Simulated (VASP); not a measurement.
# CaF (R-3m) in VASP: relaxation of cell and atoms with PBE

Aim: the relaxation of cell and atoms of CaF with PBE.

All numbers are computed with VASP 6.6.1; they aren't measurements. Logs are shortened: lines on timing, memory, paths and dates and some standing lists are left out, and cuts for length are marked.

## 1. The cell of the first run

The structure is trigonal, space group R-3m (No. 166). Conventional cell: a = 3.871 Å, b = 3.871 Å, c = 19.580 Å, α = 90.00°, β = 90.00°, γ = 120.00°. Within 3.1 Å of Ca (site symmetry 3m) lie 4 F at 2.38 to 2.44 Å. F (site symmetry 3m) has 4 Ca at 2.38 to 2.44 Å and 3 F at 2.76 Å within 3.1 Å.

## 2. Relaxation of cell and atoms, PBE

INCAR reads:

```
PREC = Accurate ; ENCUT = 600
EDIFF = 1E-6 ; ISMEAR = 0
SIGMA = 0.1 ; LREAL = False
LASPH = True ; NELM = 80
ALGO = Normal ; ISIF = 3
LWAVE = False ; LCHARG = False
GGA = PE ; IBRION = 2
NSW = 100 ; EDIFFG = -0.01
```

KPOINTS reads:

```
Automatic mesh
0
Gamma
  12 12 12
```

POSCAR reads:

```
CaF
1.0
    1.9353683104      1.1173854150      6.5267629959
   -1.9353683104      1.1173854150      6.5267629959
    0.0000000000     -2.2347708299      6.5267629959
Ca F
2 2
Direct
    0.2503595651      0.2503595651      0.2503595651
    0.7496404349      0.7496404349      0.7496404349
    0.3748715910      0.3748715910      0.3748715910
    0.6251284090      0.6251284090      0.6251284090
```

Potentials or basis: VASP PAW PBE potentials, release 64 (Ca_sv, F).

Command:

```sh
$ cat potpaw_PBE.64/Ca_sv/POTCAR potpaw_PBE.64/F/POTCAR > POTCAR
$ mpirun -np 1 vasp_std > vasp.out
```

OUTCAR:

```text
PREC = Accurate
   ENCUT = 600
   EDIFF = 1E-6
   ISMEAR = 0
   LREAL = False
   LASPH = True
   NELM = 80
   ISIF = 3
   GGA = PE
   IBRION = 2
   NSW = 100
   EDIFFG = -0.01

 ion  position               nearest neighbor table
   1  0.250  0.250  0.250-   4 2.38   4 2.38   4 2.38   3 2.44
   2  0.750  0.750  0.750-   3 2.38   3 2.38   3 2.38   4 2.44
   3  0.375  0.375  0.375-   2 2.38   2 2.38   2 2.38   1 2.44
   4  0.625  0.625  0.625-   1 2.38   1 2.38   1 2.38   2 2.44

  LATTYP: Found a trigonal (rhomboedric) cell.
 ALAT       =     6.8987561101
 COS(alpha) =     0.8425960366

  Lattice vectors:

 A1 = (   1.9353683104,   1.1173854150,   6.5267629959)
 A2 = (  -1.9353683104,   1.1173854150,   6.5267629959)
 A3 = (   0.0000000000,  -2.2347708299,   6.5267629959)

Analysis of symmetry for initial positions (statically):
=====================================================================
 Subroutine PRICEL returns:
 Original cell was already a primitive cell.

 Routine SETGRP: Setting up the symmetry group for a
 trigonal (rhombohedral) supercell.

 Subroutine GETGRP returns: Found 12 space group operations
 (whereof 12 operations were pure point group operations)
 out of a pool of 12 trial point group operations.

The static configuration has the point symmetry D_3d.

Analysis of symmetry for dynamics (positions and initial velocities):
=====================================================================
 Subroutine PRICEL returns:
 Original cell was already a primitive cell.

 Routine SETGRP: Setting up the symmetry group for a
 trigonal (rhombohedral) supercell.

 Subroutine GETGRP returns: Found 12 space group operations
 (whereof 12 operations were pure point group operations)
 out of a pool of 12 trial point group operations.

The dynamic configuration has the point symmetry D_3d.

 Subroutine INISYM returns: Found 12 space group operations
 (whereof 12 operations are pure point group operations),
 and found     1 'primitive' translations

----------------------------------------------------------------------------------------

                                     Primitive cell

  volume of cell :      84.6868

  direct lattice vectors                    reciprocal lattice vectors
     1.935368310  1.117385415  6.526762996     0.258348758  0.149157725  0.051071769
    -1.935368310  1.117385415  6.526762996    -0.258348758  0.149157725  0.051071769
     0.000000000 -2.234770830  6.526762996     0.000000000 -0.298315450  0.051071769

  length of vectors
     6.898756110  6.898756110  6.898756110     0.302655635  0.302655635  0.302655635

  position of ions in fractional coordinates (direct lattice)
     0.250359565  0.250359565  0.250359565
     0.749640435  0.749640435  0.749640435
     0.374871591  0.374871591  0.374871591
     0.625128409  0.625128409  0.625128409

  ion indices of the primitive-cell ions
   primitive index   ion index
                 1           1
                 2           2
                 3           3
                 4           4

----------------------------------------------------------------------------------------

 KPOINTS: Automatic mesh

Automatic generation of k-mesh.
 Grid dimensions read from file:
 generate k-points for:   12   12   12

 Generating k-lattice:

  Cartesian coordinates                     Fractional coordinates (reciprocal lattice)
     0.021529063  0.012429810  0.004255981     0.083333333 -0.000000000 -0.000000000
    -0.021529063  0.012429810  0.004255981    -0.000000000  0.083333333 -0.000000000
     0.000000000 -0.024859621  0.004255981    -0.000000000 -0.000000000  0.083333333

  Length of vectors
     0.025221303  0.025221303  0.025221303

  Shift w.r.t. Gamma in fractional coordinates (k-lattice)
     0.000000000  0.000000000  0.000000000

 Subroutine IBZKPT returns following result:
 ===========================================

 Found    189 irreducible k-points:

 Following reciprocal coordinates:
            Coordinates               Weight
  0.000000  0.000000  0.000000      1.000000
  0.083333 -0.000000 -0.000000      6.000000
  0.166667 -0.000000 -0.000000      6.000000
  0.250000 -0.000000  0.000000      6.000000
  0.333333  0.000000  0.000000      6.000000
  0.416667 -0.000000  0.000000      6.000000
[... 16 lines left out ...]
  0.500000  0.166667  0.000000     12.000000
 -0.416667  0.166667  0.000000     12.000000
 [... further k-points ...]
   k-points           NKPTS =    189   k-points in BZ     NKDIM =    189   number of bands    NBANDS=     21
   number of dos      NEDOS =    301   number of ions     NIONS =      4
   total plane-waves  NPLWV = 175616
   dimension x,y,z NGX =    56 NGY =   56 NGZ =   56
   dimension x,y,z NGXF=   112 NGYF=  112 NGZF=  112
   ions per type =               2   2
   NGX,Y,Z   is equivalent  to a cutoff of  13.49, 13.49, 13.49 a.u.
   NGXF,Y,Z  is equivalent  to a cutoff of  26.99, 26.99, 26.99 a.u.
 SYSTEM =  unknown system
   PREC   = accura    normal or accurate (medium, high low for compatibility)
   ISTART =      0    job   : 0-new  1-cont  2-samecut
   ICHARG =      2    charge: 1-file 2-atom 10-const
   ISPIN  =      1    spin polarized calculation?
   LNONCOLLINEAR =      F non collinear calculations
   LSORBIT =      F    spin-orbit coupling
   LASPH  =      T    aspherical Exc in radial PAW
   ENCUT  =  600.0 eV  44.10 Ry    6.64 a.u.  13.78 13.78 13.78*2*pi/ulx,y,z
   NELM   =     80;   NELMIN=  2; NELMDL= -5     # of ELM steps
   EDIFF  = 0.1E-05   stopping-criterion for ELM
   LREAL  =      F    real-space projection
   EDIFFG = -.1E-01   stopping-criterion for IOM
   NSW    =    100    number of steps for IOM
   IBRION =      2    ionic relax: 0-MD 1-quasi-New 2-CG
   NFREE  =      1    steps in history (QN), initial steepest desc. (CG)
   ISIF   =      3    stress and relaxation
   ISYM   =      2    0-nonsym 1-usesym 2-fastsym
   POTIM  = 0.5000    time-step for ionic-motion
   TEBEG  =    0.0;   TEEND  =   0.0 temperature during run
   PSTRESS=    0.0 pullay stress
   NELECT =      34.0000    total number of electrons
   NUPDOWN=      -1.0000    fix difference up-down
   EMIN   =  10.00;   EMAX   =-10.00  energy-range for DOS
   EFERMI =   0.00;   METHOD = LEGACY
   ISMEAR =     0;   SIGMA  =   0.10  broadening in eV -4-tet -1-fermi 0-gaus
   EFERMI_NEDOS =   21; number of points for ismear=-14 and -15
   IALGO  =     38    algorithm
   IMIX   =      4    mixing-type and parameters
     AMIX     =   0.40;   BMIX     =  1.00
     AMIX_MAG =   1.60;   BMIX_MAG =  1.00
  volume/ion in A,a.u.               =      21.17       142.87
  Fermi-wavevector in a.u.,A,eV,Ry     =   1.207710  2.282240 19.844951  1.458563
  Thomas-Fermi vector in A             =   2.343339
   LORBIT       =      0    0 simple, 1 ext, 2 COOP (PROOUT), +10 PAW based schemes
   GGA     = PE    functional components
   LHFCALC =     F    Hartree Fock is set to
   AEXX    =    0.0000 exact exchange contribution
   IVDW    =     0    specifies the selected vdW correction
   LEPSILON=     F    determine dielectric tensor
   LRPA    =     F    only Hartree local field effects (RPA)
 conjugate gradient relaxation of ions
 non-spin polarized calculation
 Gauss-broadening in eV      SIGMA  =   0.10
  energy-cutoff  :      600.00
  volume of cell :       84.69
 maximum number of plane-waves:      2876
   NGX = 27   NGY = 27   NGZ = 27

--------------------------------------- Ionic step        1  -------------------------------------------

 number of electron      34.0000009 magnetization

 Free energy of the ion-electron system (eV)
  ---------------------------------------------------
  ext. energy  EPLUGINS =         0.00000000
  ---------------------------------------------------
  free energy    TOTEN  =       -18.73150151 eV

  energy without entropy =      -18.72664024  energy(sigma->0) =      -18.72907087

------------------------ aborting loop because EDIFF is reached ----------------------------------------

  FORCE on cell =-STRESS in cart. coord.  units (eV):
  Direction    XX          YY          ZZ          XY          YZ          ZX
  --------------------------------------------------------------------------------------
  -------------------------------------------------------------------------------------
  Total        0.2278823      0.2278823      0.1216445      0.0000000      0.0000000      0.0000000
  in kB        4.3112721      4.3112721      2.3013750      0.0000000      0.0000000      0.0000000
  external PRESSURE =       3.6413064 kB  Pullay stress =       0.0000000 kB

 VOLUME and BASIS-vectors are now :
 -----------------------------------------------------------------------------
  energy-cutoff  :      600.00
  volume of cell :       84.69
      direct lattice vectors                 reciprocal lattice vectors
     1.935368310  1.117385415  6.526762996     0.258348758  0.149157725  0.051071769
    -1.935368310  1.117385415  6.526762996    -0.258348758  0.149157725  0.051071769
     0.000000000 -2.234770830  6.526762996     0.000000000 -0.298315450  0.051071769
[... 153 lines left out ...]
 POSITION                                       TOTAL-FORCE (eV/Angst)
 -----------------------------------------------------------------------------------
      0.00000      0.00000      4.91360         0.000000      0.000000      0.026299
      0.00000      0.00000     14.69404        -0.000000     -0.000000     -0.026299
      0.00000      0.00000      7.35427         0.000000      0.000000      0.012637
      0.00000      0.00000     12.25337        -0.000000     -0.000000     -0.012637
 -----------------------------------------------------------------------------------
    total drift:                                0.000000      0.000000     -0.000000

  FREE ENERGIE OF THE ION-ELECTRON SYSTEM (eV)
  ---------------------------------------------------
  free  energy   TOTEN  =       -18.7329616211 eV

  energy  without entropy=      -18.7280929323  energy(sigma->0) =      -18.73052728

--------------------------------------- Ionic step        6  -------------------------------------------

 number of electron      34.0000008 magnetization

 Free energy of the ion-electron system (eV)
  ---------------------------------------------------
  ext. energy  EPLUGINS =         0.00000000
  ---------------------------------------------------
  free energy    TOTEN  =       -18.73310012 eV

  energy without entropy =      -18.72821034  energy(sigma->0) =      -18.73065523

 E-fermi :   3.6182     XC(G=0):  -8.5550

 val. band max:        3.6120678838   @ k =  -0.2500   0.5000   0.1667
 cond. band min:       3.6315744405   @ k =   0.5000  -0.0000   0.0000
 fundamental gap:      0.0195065567
 Fermi energy:         3.6182184532

 k-point     1 :       0.0000    0.0000    0.0000
  band No.  band energies     occupation
      1     -38.7585      2.00000
      2     -38.7409      2.00000
      3     -22.6445      2.00000
      4     -22.1164      2.00000
      5     -19.7334      2.00000
      6     -19.7334      2.00000
[... 13 lines left out ...]
     20       6.3100      0.00000
     21       6.3100      0.00000
[... 529 lines left out ...]
 k-point    24 :      -0.4167    0.1667    0.0000
  band No.  band energies     occupation
      1     -38.7352      2.00000
      2     -38.7331      2.00000
      3     -22.6143      2.00000
      4     -22.5021      2.00000
      5     -19.8064      2.00000
      6     -19.7886      2.00000
[... 13 lines left out ...]
     20       5.2639      0.00000
     21       6.2438      0.00000

 [... further k-points ...]
[... 5 lines left out ...]
  --------------------------------------------------------------------------------------
  -------------------------------------------------------------------------------------
  Total        0.0030527      0.0030527     -0.0076918      0.0000000     -0.0000000      0.0000000
  in kB        0.0571410      0.0571410     -0.1439767      0.0000000     -0.0000000      0.0000000
  external PRESSURE =      -0.0098982 kB  Pullay stress =       0.0000000 kB

 VOLUME and BASIS-vectors are now :
 -----------------------------------------------------------------------------
  energy-cutoff  :      600.00
  volume of cell :       85.59
      direct lattice vectors                 reciprocal lattice vectors
     1.945258140  1.123095311  6.529794534     0.257035295  0.148399397  0.051048058
    -1.945258140  1.123095311  6.529794534    -0.257035295  0.148399397  0.051048058
     0.000000000 -2.246190621  6.529794534     0.000000000 -0.296798794  0.051048058

 POSITION                                       TOTAL-FORCE (eV/Angst)
 -----------------------------------------------------------------------------------
      0.00000      0.00000      4.91250        -0.000000     -0.000000     -0.000254
      0.00000      0.00000     14.67688         0.000000      0.000000      0.000254
      0.00000      0.00000      7.34940        -0.000000     -0.000000     -0.000281
      0.00000      0.00000     12.23998         0.000000      0.000000      0.000281
 -----------------------------------------------------------------------------------
    total drift:                               -0.000000      0.000000      0.000000

  FREE ENERGIE OF THE ION-ELECTRON SYSTEM (eV)
  ---------------------------------------------------
  free  energy   TOTEN  =       -18.7331001214 eV

  energy  without entropy=      -18.7282103428  energy(sigma->0) =      -18.73065523

 reached required accuracy - stopping structural energy minimisation
```

Run time: 28 min. Hardware: 1 thread of Intel Xeon 6975P-C (Granite Rapids), shared host; peak memory 0.71 GiB.

What came out:

| Quantity | Value |
| --- | --- |
| Free energy | -18.7331 eV |
| Relaxed volume | 21.40 Å³/atom |
| Relaxed cell | a = 6.905 Å, b = 6.905 Å, c = 6.905 Å, α = 32.72°, β = 32.72°, γ = 32.72° |
| Space group after relaxing (to 0.05 Å) | R-3m (No. 166) |
| Energy gained by relaxing | 0.4 meV/atom |
| Ionic steps | 6 |
| Pressure after relaxing | 0.0 GPa |
| Band gap on the k mesh | zero (band 17 reaches 3.67 eV, above the bottom of band 18 at 3.20 eV) |

Step by step:
| step | energy change (eV) | largest force (eV/Å) | pressure (GPa) | volume (Å³) |
| --- | --- | --- | --- | --- |
| 1 | 0.0000 | 0.0332 | 0.36 | 84.69 |
| 2 | -0.0010 | 0.0401 | 0.05 | 85.28 |
| 3 | -0.0012 | 0.0457 | -0.04 | 85.49 |
| 4 | -0.0012 | 0.0474 | -0.06 | 85.55 |
| 5 | -0.0015 | 0.0263 | -0.04 | 85.57 |
| 6 | -0.0016 | 0.0003 | 0.00 | 85.59 |

Final structure:
```
Ca F
1.0
     1.94526    1.12310    6.52979
    -1.94526    1.12310    6.52979
     0.00000   -2.24619    6.52979
Ca F
2 2
Direct
  0.25077 0.25077 0.25077
  0.74923 0.74923 0.74923
  0.37517 0.37517 0.37517
  0.62483 0.62483 0.62483
```
